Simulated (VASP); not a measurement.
Wanted: the native input for a VASP 6.6.1 run.

* Task: relaxation of the atoms
* Functional: PBE
* Potentials or basis: VASP PAW PBE potentials, release 64 (Ti_sv, C)
* Cutoff: 520 eV
* k mesh: 9 × 9 × 1
* Occupations: gaussian, width 0.1 eV
* Spin: no spin polarisation
* Dipole correction: yes
* Atoms held fixed (from 0): [0, 1, 2]
* Further INCAR settings: ALGO = Normal; EDIFF = 1e-06; IBRION = 2; EDIFFG = -0.025; NSW = 36
* Atoms held along some axes (from 0): atom 3 along a and b

The structure of Ti3C lies in POSCAR:

```
Ti3C
1.0
    2.9075446952      0.0000000000      0.0000000000
    0.0000000000      2.9075446952      0.0000000000
    0.0000000000      0.0000000000     19.3059824261
Ti C
3 1
Selective dynamics
Direct
    0.5000000000      0.5000000000      0.2071896634  F F F
    0.0000000000      0.0000000000      0.3057583540  F F F
    0.5000000000      0.5000000000      0.4043297178  F F F
    1.0000000000      1.0000000000      0.4385160123  F F T
```

One way to write it, as run:

INCAR

```
SYSTEM = Ti3C
PREC = Accurate
ENCUT = 520
EDIFF = 1E-6
ISMEAR = 0
SIGMA = 0.1
LREAL = .FALSE.
LASPH = .TRUE.
NELM = 60
ALGO = Normal
ISIF = 2
LWAVE = .FALSE.
LCHARG = .FALSE.
LDIPOL = .TRUE.
IDIPOL = 3
DIPOL = 0.5 0.5 0.339
GGA = PE
IBRION = 2
NSW = 36
EDIFFG = -0.025
```

KPOINTS

```
Automatic mesh
0
G
  9 9 1
  0 0 0
```

Potentials or basis: VASP PAW PBE potentials, release 64 (Ti_sv, C).

Run with:

```sh
$ cat potpaw_PBE.64/Ti_sv/POTCAR potpaw_PBE.64/C/POTCAR > POTCAR
$ mpirun -np 1 vasp_std > vasp.out
```

Results of the run:

```json
{"Energy gained by relaxing": "245.5 meV/atom", "Ionic steps": "5", "Band gap on the k mesh": "zero (bands 20 and 21 overlap by 0.72 eV)"}
```

Wall time 11 min on 1 thread of Intel Xeon 8259CL, with other jobs on the host, peak memory 0.3 GiB.
